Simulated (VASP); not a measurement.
Here is a VASP 6.6.1 calculation.

The input INCAR:

```
PREC = Accurate
ENCUT = 520
EDIFF = 1E-6
ISMEAR = 0
SIGMA = 0.1
LREAL = F
LASPH = T
NELM = 80
ALGO = Normal
ISIF = 2
LWAVE = F
LCHARG = F
GGA = PS
NBANDS = 14
```

File KPOINTS:

```
regular mesh
0
Gamma
  14 14 14
```

Contents of POSCAR:

```
TiB
1.0
    0.0000000000      2.4032597543      2.4032597543
    2.4032597543      0.0000000000      2.4032597543
    2.4032597543      2.4032597543      0.0000000000
Ti B
1 1
Direct
    0.7500000000      0.7500000000      0.7500000000
    0.0000000000      0.0000000000      0.0000000000
```

Potentials or basis: VASP PAW PBE potentials, release 64 (Ti_sv, B).

Command:

```sh
$ cat potpaw_PBE.64/Ti_sv/POTCAR potpaw_PBE.64/B/POTCAR > POTCAR
$ mpirun -np 1 vasp_std > vasp.out
```

(1) Predict the pressure.

Answers

(1) 7.5 GPa.

Caveat: the PAW data sets were made with another functional, which shifts forces and pressure a little.
